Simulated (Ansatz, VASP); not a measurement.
P: VASP beside Ansatz

POSCAR

```
P
1.0
    1.7403421708      1.0047870208      3.0696695824
   -1.7403421708      1.0047870208      3.0696695824
    0.0000000000     -2.0095740416      3.0696695824
P
2
Direct
    0.2706353098      0.2706353098      0.2706353098
    0.7293646902      0.7293646902      0.7293646902
```

File INCAR.step1:

```
ALGO     = Normal         # electronic algorithm
EDIFF    = 1E-4           # SCF threshold, eV
ENCUT    = 520            # plane-wave cutoff, eV
GGA      = PE             # functional
ISMEAR   = 0              # smearing method
LASPH    = T              # aspherical terms in the spheres
LCHARG   = F              # write CHGCAR
LREAL    = F              # projectors in reciprocal space
LWAVE    = T              # write WAVECAR
NBANDS   = 12             # bands
NELM     = 60             # most SCF steps
PREC     = Accurate       # precision mode
SIGMA    = 0.1            # smearing width, eV
```

INCAR.step2

```
ALGO     = Normal         # electronic algorithm
EDIFF    = 1E-6           # SCF threshold, eV
ENCUT    = 520            # plane-wave cutoff, eV
ISIF     = 2              # what is computed and relaxed
ISMEAR   = 0              # smearing method
ISTART   = 1            
LASPH    = T              # aspherical terms in the spheres
LCHARG   = T              # write CHGCAR
LELF     = T              # ELF
LMIXTAU  = T            
LREAL    = F              # projectors in reciprocal space
LVHAR    = T            
LWAVE    = F              # write WAVECAR
METAGGA  = R2SCAN         # meta-GGA
NBANDS   = 12             # bands
NELM     = 60             # most SCF steps
PREC     = Accurate       # precision mode
SIGMA    = 0.1            # smearing width, eV
```

The input KPOINTS:

```
k-points
0
Gamma
  18 18 18
```

Input for Ansatz:

```yaml
crystal:
  lattice:
    - [1.7403421708, 1.0047870208, 3.0696695824]
    - [-1.7403421708, 1.0047870208, 3.0696695824]
    - [0.0, -2.0095740416, 3.0696695824]
  atoms:
    - { symbol: P, position: [0.2706353098, 0.2706353098, 0.2706353098] }
    - { symbol: P, position: [0.7293646902, 0.7293646902, 0.7293646902] }
basis:
  ecutwfc: 500
kpoints:
  mp_grid: { grid: [18, 18, 18] }
  band_path:
    path:
      - [[0.0, 0.0, 0.0], [0.5, 0.5, 0.5], [0.76190451, 0.23809549, 0.5]]
      - [[0.5, -0.23809549, 0.23809549], [0.5, 0.0, 0.0], [0.0, 0.0, 0.0], [0.36904775, -0.36904775, 0.0]]
      - [[0.63095225, 0.0, 0.36904775], [0.5, 0.0, 0.5], [0.0, 0.0, 0.0]]
    npoints: 14
hamiltonian:
  xc: r2scan
scf:
  occupations: { method: gaussian, width: 0.1 }
  n_extra_bands: 6
output:
  forces: true
  stress: true
  eigenvalues: true
  populations: true
  dos: { projected: true, de: 0.02, nscf_kmesh: { grid: [22, 22, 22] } }
  bader: true
  write_density: true
  write_potential: true
  elf: true
  volumetric_format: npy
```

Alike in both runs: task single point; functional r2SCAN; k mesh 18 × 18 × 18; occupations gaussian, width 0.1 eV; no spin polarisation.

```csv
,VASP,Ansatz
version,VASP 6.6.1,Ansatz 0.2.0
potentials or method,"VASP PAW PBE potentials, release 64 (P), cutoff 520 eV","scalar-relativistic, plane waves, PAW"
valence electrons in the cell,10,10
```

VASP gave:

| Property | Result |
| --- | --- |
| gap on the k mesh at the Fermi level (eV) | none |
| pressure (GPa) | -1.7 |
| traceless stress, the component that is largest in VASP (GPa) | 0.42 |
| rms of the force components (eV/Å) | 0.163 |

Q: What did Ansatz give for the same quantities?

A: gap on the k mesh at the Fermi level (eV): none; pressure (GPa): -1.2; traceless stress, the component that is largest in VASP (GPa): 0.30; rms of the force components (eV/Å): 0.115.

VASP's potentials were made for PBE, not for r2SCAN. Atom by atom the forces differ by 0.048 eV/Å (rms over components). A gap of «none» marks a metal or a gap that the smearing closes. The functional is the same, so the differences come from potentials, cutoffs and numerics.
